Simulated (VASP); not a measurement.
# CaB2 (P6/mmm) in VASP: single point with PBEsol

Aim: the single point of CaB2 with PBEsol.

All numbers are computed with VASP 6.6.1; they aren't measurements. Logs are shortened: lines on timing, memory, paths and dates and some standing lists are left out, and cuts for length are marked.

## Step 1: The cell of the first run

The structure is hexagonal, space group P6/mmm (No. 191). Conventional cell: a = 3.644 Å, b = 3.644 Å, c = 3.797 Å, α = 90.00°, β = 90.00°, γ = 120.00°. Ca (site symmetry 6/mmm) has 12 B at 2.83 Å and 6 Ca at 3.64 Å within 3.7 Å. B (site symmetry -6m2) has 3 B at 2.10 Å within 2.8 Å.

## Step 2: Single point, PBEsol (Ga replaced by B, lengths x 0.891, strained)

The input, INCAR:

```
SYSTEM = CaB2
PREC = Accurate
ENCUT = 520
EDIFF = 1E-7
ISMEAR = 0
SIGMA = 0.1
LREAL = .False.
LASPH = .True.
NELM = 100
ALGO = Normal
ISIF = 2
LWAVE = .False.
LCHARG = .True.
GGA = PS
LELF = .True.
LVHAR = .True.
NBANDS = 15
```

The input, KPOINTS:

```
regular mesh
0
Gamma
  15 15 12
  0 0 0
```

The input, POSCAR:

```
CaB2
1.0
    3.6440441021      0.0000000000      0.0000000000
   -1.8220220510      3.1558347649      0.0000000000
    0.0000000000      0.0000000000      3.7966803961
Ca B
1 2
Direct
    0.0000000000      0.0000000000      0.0000000000
    0.3333333300      0.6666666700      0.5000000000
    0.6666666700      0.3333333300      0.5000000000
```

Potentials or basis: VASP PAW PBE potentials, release 64 (Ca_sv, B).

Started as:

```sh
> cat potpaw_PBE.64/Ca_sv/POTCAR potpaw_PBE.64/B/POTCAR > POTCAR
> mpirun -np 1 vasp_std > vasp.out
```

OUTCAR:

```text
SYSTEM = CaB2
   PREC = Accurate
   ENCUT = 520
   EDIFF = 1E-7
   ISMEAR = 0
   LREAL = .False.
   LASPH = .True.
   NELM = 100
   ISIF = 2
   GGA = PS

 ion  position               nearest neighbor table
   1  0.000  0.000  0.000-
   2  0.333  0.667  0.500-   3 2.10   3 2.10   3 2.10
   3  0.667  0.333  0.500-   2 2.10   2 2.10   2 2.10

  LATTYP: Found a hexagonal cell.
 ALAT       =     3.6440441021
 C/A-ratio  =     1.0418865112

  Lattice vectors:

 A1 = (   3.6440441021,   0.0000000000,   0.0000000000)
 A2 = (  -1.8220220510,   3.1558347649,   0.0000000000)
 A3 = (   0.0000000000,   0.0000000000,   3.7966803961)

Analysis of symmetry for initial positions (statically):
=====================================================================
 Subroutine PRICEL returns:
 Original cell was already a primitive cell.

 Routine SETGRP: Setting up the symmetry group for a
 hexagonal supercell.

 Subroutine GETGRP returns: Found 24 space group operations
 (whereof 24 operations were pure point group operations)
 out of a pool of 24 trial point group operations.

The static configuration has the point symmetry D_6h.

Analysis of symmetry for dynamics (positions and initial velocities):
=====================================================================
 Subroutine PRICEL returns:
 Original cell was already a primitive cell.

 Routine SETGRP: Setting up the symmetry group for a
 hexagonal supercell.

 Subroutine GETGRP returns: Found 24 space group operations
 (whereof 24 operations were pure point group operations)
 out of a pool of 24 trial point group operations.

The dynamic configuration has the point symmetry D_6h.

 Subroutine INISYM returns: Found 24 space group operations
 (whereof 24 operations are pure point group operations),
 and found     1 'primitive' translations

----------------------------------------------------------------------------------------

                                     Primitive cell

  volume of cell :      43.6618

  direct lattice vectors                    reciprocal lattice vectors
     3.644044102  0.000000000  0.000000000     0.274420389  0.158436685  0.000000000
    -1.822022051  3.155834765  0.000000000     0.000000000  0.316873371  0.000000000
     0.000000000  0.000000000  3.796680396     0.000000000  0.000000000  0.263387985

  length of vectors
     3.644044102  3.644044102  3.796680396     0.316873371  0.316873371  0.263387985

  position of ions in fractional coordinates (direct lattice)
     0.000000000  0.000000000  0.000000000
     0.333333330  0.666666670  0.500000000
     0.666666670  0.333333330  0.500000000

  ion indices of the primitive-cell ions
   primitive index   ion index
                 1           1
                 2           2
                 3           3

----------------------------------------------------------------------------------------

 KPOINTS: regular mesh

Automatic generation of k-mesh.
 Grid dimensions read from file:
 generate k-points for:   15   15   12

 Generating k-lattice:

  Cartesian coordinates                     Fractional coordinates (reciprocal lattice)
     0.018294693  0.010562446  0.000000000     0.066666667  0.000000000  0.000000000
     0.000000000  0.021124891  0.000000000     0.000000000  0.066666667  0.000000000
     0.000000000  0.000000000  0.021948999     0.000000000  0.000000000  0.083333333

  Length of vectors
     0.021124891  0.021124891  0.021948999

  Shift w.r.t. Gamma in fractional coordinates (k-lattice)
     0.000000000  0.000000000  0.000000000

 Subroutine IBZKPT returns following result:
 ===========================================

 Found    189 irreducible k-points:

 Following reciprocal coordinates:
            Coordinates               Weight
  0.000000  0.000000  0.000000      1.000000
  0.066667  0.000000  0.000000      6.000000
  0.133333  0.000000  0.000000      6.000000
  0.200000 -0.000000  0.000000      6.000000
  0.266667  0.000000  0.000000      6.000000
  0.333333  0.000000  0.000000      6.000000
[... 16 lines left out ...]
  0.333333  0.200000  0.000000     12.000000
  0.400000  0.200000  0.000000      6.000000
 [... further k-points ...]
   k-points           NKPTS =    189   k-points in BZ     NKDIM =    189   number of bands    NBANDS=     15
   number of dos      NEDOS =    301   number of ions     NIONS =      3
   total plane-waves  NPLWV =  21952
   dimension x,y,z NGX =    28 NGY =   28 NGZ =   28
   dimension x,y,z NGXF=    56 NGYF=   56 NGZF=   56
   ions per type =               1   2
   NGX,Y,Z   is equivalent  to a cutoff of  12.77, 12.77, 12.26 a.u.
   NGXF,Y,Z  is equivalent  to a cutoff of  25.55, 25.55, 24.52 a.u.
 SYSTEM =  CaB2
   PREC   = accura    normal or accurate (medium, high low for compatibility)
   ISTART =      0    job   : 0-new  1-cont  2-samecut
   ICHARG =      2    charge: 1-file 2-atom 10-const
   ISPIN  =      1    spin polarized calculation?
   LNONCOLLINEAR =      F non collinear calculations
   LSORBIT =      F    spin-orbit coupling
   LASPH  =      T    aspherical Exc in radial PAW
   ENCUT  =  520.0 eV  38.22 Ry    6.18 a.u.   6.78  6.78  7.06*2*pi/ulx,y,z
   NELM   =    100;   NELMIN=  2; NELMDL= -5     # of ELM steps
   EDIFF  = 0.1E-06   stopping-criterion for ELM
   LREAL  =      F    real-space projection
   EDIFFG = 0.1E-05   stopping-criterion for IOM
   NSW    =      0    number of steps for IOM
   IBRION =     -1    ionic relax: 0-MD 1-quasi-New 2-CG
   NFREE  =      0    steps in history (QN), initial steepest desc. (CG)
   ISIF   =      2    stress and relaxation
   ISYM   =      2    0-nonsym 1-usesym 2-fastsym
   POTIM  = 0.5000    time-step for ionic-motion
   TEBEG  =    0.0;   TEEND  =   0.0 temperature during run
   PSTRESS=    0.0 pullay stress
   NELECT =      16.0000    total number of electrons
   NUPDOWN=      -1.0000    fix difference up-down
   EMIN   =  10.00;   EMAX   =-10.00  energy-range for DOS
   EFERMI =   0.00;   METHOD = LEGACY
   ISMEAR =     0;   SIGMA  =   0.10  broadening in eV -4-tet -1-fermi 0-gaus
   EFERMI_NEDOS =   21; number of points for ismear=-14 and -15
   IALGO  =     38    algorithm
   IMIX   =      4    mixing-type and parameters
     AMIX     =   0.40;   BMIX     =  1.00
     AMIX_MAG =   1.60;   BMIX_MAG =  1.00
  volume/ion in A,a.u.               =      14.55        98.21
  Fermi-wavevector in a.u.,A,eV,Ry     =   1.171514  2.213841 18.673252  1.372445
  Thomas-Fermi vector in A             =   2.307957
   LORBIT       =      0    0 simple, 1 ext, 2 COOP (PROOUT), +10 PAW based schemes
   GGA     = PS    functional components
   LHFCALC =     F    Hartree Fock is set to
   AEXX    =    0.0000 exact exchange contribution
   IVDW    =     0    specifies the selected vdW correction
   LEPSILON=     F    determine dielectric tensor
   LRPA    =     F    only Hartree local field effects (RPA)
 non-spin polarized calculation
 Gauss-broadening in eV      SIGMA  =   0.10
  energy-cutoff  :      520.00
  volume of cell :       43.66
 maximum number of plane-waves:      1192
 NGX is ok and might be reduce to    28
   NGX = 13   NGY = 13   NGZ = 15

 number of electron      15.9999998 magnetization

 Free energy of the ion-electron system (eV)
  ---------------------------------------------------
  ext. energy  EPLUGINS =         0.00000000
  ---------------------------------------------------
  free energy    TOTEN  =       -15.61983628 eV

  energy without entropy =      -15.61351190  energy(sigma->0) =      -15.61667409

 E-fermi :   3.2303     XC(G=0): -10.2710

 val. band max:        3.2225555218   @ k =   0.4000   0.1333   0.0833
 cond. band min:       3.2528021666   @ k =   0.0000   0.0000   0.2500
 fundamental gap:      0.0302466448
 Fermi energy:         3.2302682405

 k-point     1 :       0.0000    0.0000    0.0000
  band No.  band energies     occupation
      1     -36.0426      2.00000
      2     -17.1427      2.00000
      3     -17.0849      2.00000
      4     -17.0849      2.00000
      5      -6.0687      2.00000
      6       2.8902      2.00000
      7       2.9258      1.99998
      8       2.9259      1.99998
      9       4.8968      0.00000
     10       6.3127      0.00000
     11       8.4043      0.00000
     12       8.4043      0.00000
     13       9.1952      0.00000
     14       9.1952      0.00000
     15       9.3949      0.00000

 k-point     2 :       0.0667    0.0000    0.0000
  band No.  band energies     occupation
      1     -36.0414      2.00000
      2     -17.1405      2.00000
      3     -17.0979      2.00000
      4     -17.0877      2.00000
      5      -6.0068      2.00000
      6       2.5916      2.00000
      7       2.8788      2.00000
      8       2.8905      2.00000
      9       4.9335      0.00000
     10       6.5968      0.00000
     11       8.2443      0.00000
     12       8.3814      0.00000
     13       9.1653      0.00000
     14       9.2217      0.00000
     15       9.5125      0.00000

 k-point     3 :       0.1333    0.0000    0.0000
  band No.  band energies     occupation
      1     -36.0380      2.00000
      2     -17.1345      2.00000
      3     -17.1344      2.00000
      4     -17.0956      2.00000
      5      -5.8234      2.00000
      6       1.8360      2.00000
      7       2.7510      2.00000
      8       2.8954      2.00000
      9       5.0128      0.00000
     10       6.9708      0.00000
     11       8.3222      0.00000
     12       8.4049      0.00000
     13       9.0258      0.00000
     14       9.0826      0.00000
     15       9.6275      0.00000

 k-point     4 :       0.2000   -0.0000    0.0000
  band No.  band energies     occupation
      1     -36.0330      2.00000
      2     -17.1876      2.00000
      3     -17.1256      2.00000
      4     -17.1073      2.00000
      5      -5.5249      2.00000
      6       0.9426      2.00000
      7       2.5749      2.00000
      8       2.9144      1.99999
      9       5.0212      0.00000
     10       7.0521      0.00000
     11       8.4606      0.00000
     12       8.5458      0.00000
     13       8.9656      0.00000
     14       9.0672      0.00000
     15       9.6760      0.00000
[... 307 lines left out ...]
 k-point    22 :       0.2667    0.2000    0.0000
  band No.  band energies     occupation
      1     -36.0161      2.00000
      2     -17.3173      2.00000
      3     -17.1886      2.00000
      4     -17.0962      2.00000
      5      -3.9991      2.00000
      6      -1.2845      2.00000
      7       0.7413      2.00000
      8       3.2781      0.49852
      9       5.8349      0.00000
     10       6.1776      0.00000
     11       7.1895      0.00000
     12       9.8120      0.00000
     13      10.2494      0.00000
     14      10.2943      0.00000
     15      10.9572      0.00000

 k-point    23 :       0.3333    0.2000    0.0000
  band No.  band energies     occupation
      1     -36.0133      2.00000
      2     -17.3335      2.00000
      3     -17.2068      2.00000
      4     -17.0913      2.00000
      5      -3.4339      2.00000
      6      -1.9260      2.00000
      7       0.4762      2.00000
      8       3.4499      0.00190
      9       5.3733      0.00000
     10       6.1254      0.00000
     11       7.7539      0.00000
     12       9.4606      0.00000
     13      10.2676      0.00000
     14      10.5080      0.00000
     15      11.5864      0.00000

 k-point    24 :       0.4000    0.2000    0.0000
  band No.  band energies     occupation
      1     -36.0124      2.00000
      2     -17.3390      2.00000
      3     -17.2136      2.00000
      4     -17.0896      2.00000
      5      -3.0356      2.00000
      6      -2.3530      2.00000
      7       0.3894      2.00000
      8       3.5342      0.00002
      9       5.1902      0.00000
     10       6.0890      0.00000
     11       8.1387      0.00000
     12       9.1323      0.00000
     13      10.2569      0.00000
     14      10.6108      0.00000
     15      11.8294      0.00000

 [... further k-points ...]
[... 5 lines left out ...]
  --------------------------------------------------------------------------------------
  -------------------------------------------------------------------------------------
  Total       -7.4059681     -7.4059681      0.4718645     -0.0000000      0.0000000     -0.0000000
  in kB     -271.7631079   -271.7631079     17.3151366     -0.0000000      0.0000000     -0.0000000
  external PRESSURE =    -175.4036931 kB  Pullay stress =       0.0000000 kB

 VOLUME and BASIS-vectors are now :
 -----------------------------------------------------------------------------
  energy-cutoff  :      520.00
  volume of cell :       43.66
      direct lattice vectors                 reciprocal lattice vectors
     3.644044102  0.000000000  0.000000000     0.274420389  0.158436685  0.000000000
    -1.822022051  3.155834765  0.000000000     0.000000000  0.316873371  0.000000000
     0.000000000  0.000000000  3.796680396     0.000000000  0.000000000  0.263387985

 POSITION                                       TOTAL-FORCE (eV/Angst)
 -----------------------------------------------------------------------------------
      0.00000      0.00000      0.00000        -0.000000      0.000000      0.000000
     -0.00000      2.10389      1.89834        -0.000000     -0.000000      0.000000
      1.82202      1.05194      1.89834         0.000000      0.000000      0.000000
 -----------------------------------------------------------------------------------
    total drift:                               -0.000000     -0.000000     -0.000000

  FREE ENERGIE OF THE ION-ELECTRON SYSTEM (eV)
  ---------------------------------------------------
  free  energy   TOTEN  =       -15.6198362774 eV

  energy  without entropy=      -15.6135119003  energy(sigma->0) =      -15.61667409
```

Run time: 1.9 min. Hardware: 1 thread of Intel Xeon Platinum 8259CL at 2.50GHz (Skylake/Cascade Lake), shared host; peak memory 0.25 GiB.

What came out:

```
Free energy            : -15.6198 eV
Pressure               : -17.5 GPa
Band gap on the k mesh : zero (band 8 reaches 4.21 eV, above the bottom of band 9 at 2.63 eV)
```

Caveat: the cell differs from its parent crystal (Ga replaced by B, lengths x 0.891, strained); the PAW data sets were made with another functional, which shifts forces and pressure a little.
